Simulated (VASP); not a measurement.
# CaSi2Ni2 (I4/mmm) in VASP: single point with LDA

Aim: the single point of CaSi2Ni2 with LDA.

Program: VASP 6.6.1. These are calculated values, not measurements. Logs are shortened: lines on timing, memory, paths and dates and some standing lists are left out, and cuts for length are marked.

**1. The cell of the first run**

It takes space group I4/mmm (No. 139, tetragonal). Conventional cell: a = 3.986 Å, b = 3.986 Å, c = 9.669 Å, α = 90.00°, β = 90.00°, γ = 90.00°. Within 3.2 Å of Ni (site symmetry -4m2) lie 4 Si at 2.31 Å and 4 Ni at 2.82 Å and 4 Ca at 3.13 Å. Si (site symmetry 4mm) has 4 Ni at 2.31 Å and 1 Si at 2.49 Å and 4 Ca at 3.08 Å within 3.1 Å. Ca (site symmetry 4/mmm) has 10 Si at 3.08 to 3.59 Å and 8 Ni at 3.13 Å and 4 Ca at 3.99 Å within 4.1 Å.

**2. Single point, LDA**

POSCAR

```
CaSi2Ni2
1.0
    0.0000000000      3.9858510000      0.0000000000
    3.9858510000      0.0000000000      0.0000000000
    1.9929260000      1.9929260000     -4.8346070000
Ni Si Ca
2 2 1
Direct
    0.2500000000      0.7500000000      0.5000000000
    0.7500000000      0.2500000000      0.5000000000
    0.3711000000      0.3711000000      0.2578000000
    0.6289000000      0.6289000000      0.7422000000
    0.0000000000      0.0000000000      0.0000000000
```

INCAR.step1

```
  ALGO = Normal
  EDIFF = 1E-6
  ENCUT = 520
  ISIF = 2
  ISMEAR = -1
  LASPH = T
  LCHARG = T
  LMAXMIX = 4
  LREAL = F
  LWAVE = F
  NBANDS = 27
  NELM = 100
  PREC = Accurate
  SIGMA = 0.1
```

KPOINTS.step1

```
k-points
0
Gamma
  9 9 9
```

INCAR.step2

```
  ALGO = Normal
  EDIFF = 1E-6
  ENCUT = 520
  ICHARG = 11
  ISIF = 2
  ISMEAR = -5
  LASPH = T
  LCHARG = F
  LMAXMIX = 4
  LORBIT = 11
  LREAL = F
  LWAVE = F
  NEDOS = 2001
  NELM = 100
  PREC = Accurate
  SIGMA = 0.1
```

KPOINTS.step2

```
k-points
0
Gamma
  14 14 14
```

Potentials or basis: VASP PAW LDA potentials, release 64 (Ni, Si, Ca_sv).

Command:

```console
cat potpaw_LDA.64/Ni/POTCAR potpaw_LDA.64/Si/POTCAR potpaw_LDA.64/Ca_sv/POTCAR > POTCAR
cp INCAR.step1 INCAR
cp KPOINTS.step1 KPOINTS
mpirun -np 1 vasp_std > vasp.out
cp INCAR.step2 INCAR
cp KPOINTS.step2 KPOINTS
mpirun -np 1 vasp_std > vasp.out
```

OUTCAR:

```text
EDIFF = 1E-6
   ENCUT = 520
   ICHARG = 11
   ISIF = 2
   ISMEAR = -5
   LASPH = T
   LORBIT = 11
   LREAL = F
   NELM = 100
   PREC = Accurate

 ion  position               nearest neighbor table
   1  0.250  0.750  0.500-   3 2.31   4 2.31   4 2.31   3 2.31   2 2.82   2 2.82   2 2.82   2 2.82

   2  0.750  0.250  0.500-   3 2.31   4 2.31   4 2.31   3 2.31   1 2.82   1 2.82   1 2.82   1 2.82

   3  0.371  0.371  0.258-   1 2.31   2 2.31   1 2.31   2 2.31   4 2.49   5 3.08   5 3.08   5 3.08
                             5 3.08
   4  0.629  0.629  0.742-   1 2.31   2 2.31   1 2.31   2 2.31   3 2.49   5 3.08   5 3.08   5 3.08
                             5 3.08
   5  0.000  0.000  0.000-   4 3.08   3 3.08   4 3.08   3 3.08   3 3.08   4 3.08   4 3.08   3 3.08

  LATTYP: Found a body centered tetragonal cell.
 ALAT       =     3.9858510000
 C/A-ratio  =     2.4258844598

  Lattice vectors:

 A1 = (  -1.9929260000,   1.9929250000,   4.8346070000)
 A2 = (   1.9929250000,  -1.9929260000,   4.8346070000)
 A3 = (   1.9929260000,   1.9929260000,  -4.8346070000)

Analysis of symmetry for initial positions (statically):
=====================================================================
 Subroutine PRICEL returns:
 Original cell was already a primitive cell.

 Routine SETGRP: Setting up the symmetry group for a
 body centered tetragonal supercell.

 Subroutine GETGRP returns: Found 16 space group operations
 (whereof 16 operations were pure point group operations)
 out of a pool of 16 trial point group operations.

The static configuration has the point symmetry D_4h.

Analysis of symmetry for dynamics (positions and initial velocities):
=====================================================================
 Subroutine PRICEL returns:
 Original cell was already a primitive cell.

 Routine SETGRP: Setting up the symmetry group for a
 body centered tetragonal supercell.

 Subroutine GETGRP returns: Found 16 space group operations
 (whereof 16 operations were pure point group operations)
 out of a pool of 16 trial point group operations.

The dynamic configuration has the point symmetry D_4h.

 Subroutine INISYM returns: Found 16 space group operations
 (whereof 16 operations are pure point group operations),
 and found     1 'primitive' translations

----------------------------------------------------------------------------------------

                                     Primitive cell

  volume of cell :      76.8074

[... 108 lines left out ...]
   NUPDOWN=      -1.0000    fix difference up-down
   EMIN   =  10.00;   EMAX   =-10.00  energy-range for DOS
   EFERMI =   0.00;   METHOD = LEGACY
   ISMEAR =    -5;   SIGMA  =   0.10  broadening in eV -4-tet -1-fermi 0-gaus
   EFERMI_NEDOS =   21; number of points for ismear=-14 and -15
   IALGO  =     38    algorithm
   IMIX   =      4    mixing-type and parameters
     AMIX     =   0.40;   BMIX     =  1.00
     AMIX_MAG =   1.60;   BMIX_MAG =  1.00
  volume/ion in A,a.u.               =      15.36       103.66
  Fermi-wavevector in a.u.,A,eV,Ry     =   1.294797  2.446811 22.810148  1.676499
  Thomas-Fermi vector in A             =   2.426357
   LORBIT       =     11    0 simple, 1 ext, 2 COOP (PROOUT), +10 PAW based schemes
   GGA     = CA    functional components
   LHFCALC =     F    Hartree Fock is set to
   AEXX    =    0.0000 exact exchange contribution
   IVDW    =     0    specifies the selected vdW correction
   LEPSILON=     F    determine dielectric tensor
   LRPA    =     F    only Hartree local field effects (RPA)
 non-spin polarized calculation
 Fermi weights with tetrahedron method with Bloechl corrections
  energy-cutoff  :      520.00
  volume of cell :       76.81
 maximum number of plane-waves:      2113
 NGX is ok and might be reduce to    30

 number of electron      38.0000001 magnetization

 Free energy of the ion-electron system (eV)
  ---------------------------------------------------
  ext. energy  EPLUGINS =         0.00000000
  ---------------------------------------------------
  free energy    TOTEN  =       -30.84683920 eV

  energy without entropy =      -30.84683920  energy(sigma->0) =      -30.84683920

 E-fermi :   7.0967     XC(G=0): -11.3665

 val. band max:        7.2345302239   @ k =  -0.4286   0.0000   0.2857
 cond. band min:       7.0544071019   @ k =  -0.2857  -0.4286   0.1429
 fundamental gap:     -0.1801231220
 Fermi energy:         7.0967427776

 k-point     1 :       0.0000    0.0000    0.0000
  band No.  band energies     occupation
      1     -32.5022      2.00000
      2     -13.8673      2.00000
      3     -13.8673      2.00000
      4     -13.8568      2.00000
      5      -3.5267      2.00000
      6       0.6462      2.00000
[... 613 lines left out ...]
     22      10.6527      0.00000
     23      11.0458      0.00000

 [... further k-points ...]

------------------------ aborting loop because EDIFF is reached ----------------------------------------

  FORCE on cell =-STRESS in cart. coord.  units (eV):
  Direction    XX          YY          ZZ          XY          YZ          ZX
  --------------------------------------------------------------------------------------
  -------------------------------------------------------------------------------------
  Total       -2.8969646     -2.8969646     -2.4513484     -0.0000000      0.0000003      0.0000003
  in kB      -60.4297046    -60.4297046    -51.1343015     -0.0000000      0.0000053      0.0000053
  external PRESSURE =     -57.3312369 kB  Pullay stress =       0.0000000 kB

 VOLUME and BASIS-vectors are now :
 -----------------------------------------------------------------------------
  energy-cutoff  :      520.00
  volume of cell :       76.81
      direct lattice vectors                 reciprocal lattice vectors
     0.000000000  3.985851000  0.000000000     0.000000000  0.250887452  0.103421049
     3.985851000  0.000000000  0.000000000     0.250887452  0.000000000  0.103421049
     1.992926000  1.992926000 -4.834607000     0.000000000  0.000000000 -0.206842045

 POSITION                                       TOTAL-FORCE (eV/Angst)
 -----------------------------------------------------------------------------------
      3.98585      1.99293     -2.41730         0.000000      0.000000      0.000000
      1.99293      3.98585     -2.41730        -0.000000      0.000000      0.000000
      1.99293      1.99293     -1.24636         0.000000      0.000000     -0.469269
      3.98585      3.98585     -3.58825        -0.000000     -0.000000      0.469269
      0.00000      0.00000      0.00000         0.000000     -0.000000      0.000000
 -----------------------------------------------------------------------------------
    total drift:                                0.000000     -0.000000     -0.000000

  FREE ENERGIE OF THE ION-ELECTRON SYSTEM (eV)
  ---------------------------------------------------
  free  energy   TOTEN  =       -30.8468391984 eV

  energy  without entropy=      -30.8468391984  energy(sigma->0) =      -30.84683920

 total charge

# of ion       s       p       d       tot
------------------------------------------
    1        0.494   0.526   8.431   9.452
    2        0.494   0.526   8.431   9.452
    3        0.772   0.895   0.000   1.667
    4        0.772   0.895   0.000   1.667
    5        2.041   5.855   0.306   8.202
--------------------------------------------------
tot          4.573   8.697  17.168  30.439
```

OUTCAR.step1:

```text
EDIFF = 1E-6
   ENCUT = 520
   ISIF = 2
   ISMEAR = -1
   LASPH = T
[... 956 lines left out ...]
      1.99293      3.98585     -2.41730        -0.000000     -0.000000      0.000000
      1.99293      1.99293     -1.24636         0.000000      0.000000     -0.453580
      3.98585      3.98585     -3.58825        -0.000000     -0.000000      0.453580
      0.00000      0.00000      0.00000        -0.000000     -0.000000      0.000000
 -----------------------------------------------------------------------------------
    total drift:                                0.000000     -0.000000     -0.000000

  FREE ENERGIE OF THE ION-ELECTRON SYSTEM (eV)
  ---------------------------------------------------
  free  energy   TOTEN  =       -30.8962179112 eV

  energy  without entropy=      -30.7981214518  energy(sigma->0) =      -30.84716968
```

It took 4.3 min on 1 thread of AMD EPYC 7R13 (Zen 3), shared host; peak memory 0.51 GiB.

Results:

| Property | Result |
| --- | --- |
| Valence electrons inside the program's atomic spheres | Ni 9.45; Si 1.67; Ca 8.20 |
